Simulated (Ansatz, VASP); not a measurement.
# BP in VASP and in Ansatz

Contents of INCAR:

```
PREC = Accurate ; ENCUT = 500
EDIFF = 1E-6 ; ISMEAR = 0
SIGMA = 0.01 ; LREAL = False
LASPH = True ; NELM = 120
ALGO = Normal ; ISIF = 2
LWAVE = False ; LCHARG = True
GGA = CA ; LELF = True
LVHAR = True ; NBANDS = 11
GGA_COMPAT = False
```

The input KPOINTS:

```
regular mesh
0
Gamma
  10 10 10
```

Contents of POSCAR:

```
BP
1.0
    0.0000000000      2.2601065234      2.2601065234
    2.2601065234      0.0000000000      2.2601065234
    2.2601065234      2.2601065234      0.0000000000
B P
1 1
Direct
    0.0000000000      0.0000000000      0.0000000000
    0.2500000000      0.2500000000      0.2500000000
```

Input for Ansatz:

```yaml
crystal:
  lattice:
    - [0.0, 2.2601065234, 2.2601065234]
    - [2.2601065234, 0.0, 2.2601065234]
    - [2.2601065234, 2.2601065234, 0.0]
  atoms:
    - { symbol: B, position: [0.0, 0.0, 0.0] }
    - { symbol: P, position: [0.25, 0.25, 0.25] }
basis:
  ecutwfc: 420
kpoints:
  mp_grid: { grid: [10, 10, 10] }
hamiltonian:
  xc: lda
scf:
  occupations: { method: fixed }
output:
  forces: true
  stress: true
  eigenvalues: true
```

Alike in both runs: task single point; functional LDA; k mesh 10 × 10 × 10; no spin polarisation.

|  | VASP | Ansatz |
| --- | --- | --- |
| version | VASP 6.6.1 | Ansatz 0.2.0 |
| potentials or method | VASP PAW LDA potentials, release 64 (B, P), cutoff 500 eV | scalar-relativistic, plane waves, PAW |
| occupations | gaussian, width 0.01 eV | fixed |
| valence electrons in the cell | 8 | 8 |

VASP gave:

* gap on the k mesh at the Fermi level (eV): 1.17
* least direct gap on the mesh (eV): 3.40
* pressure (GPa): -3.4

What did Ansatz give for the same quantities?

gap on the k mesh at the Fermi level (eV): 1.17; least direct gap on the mesh (eV): 3.39; pressure (GPa): -3.4.

LDA's correlation is that of Perdew and Zunger in VASP and of Perdew and Wang (1992) in Ansatz.
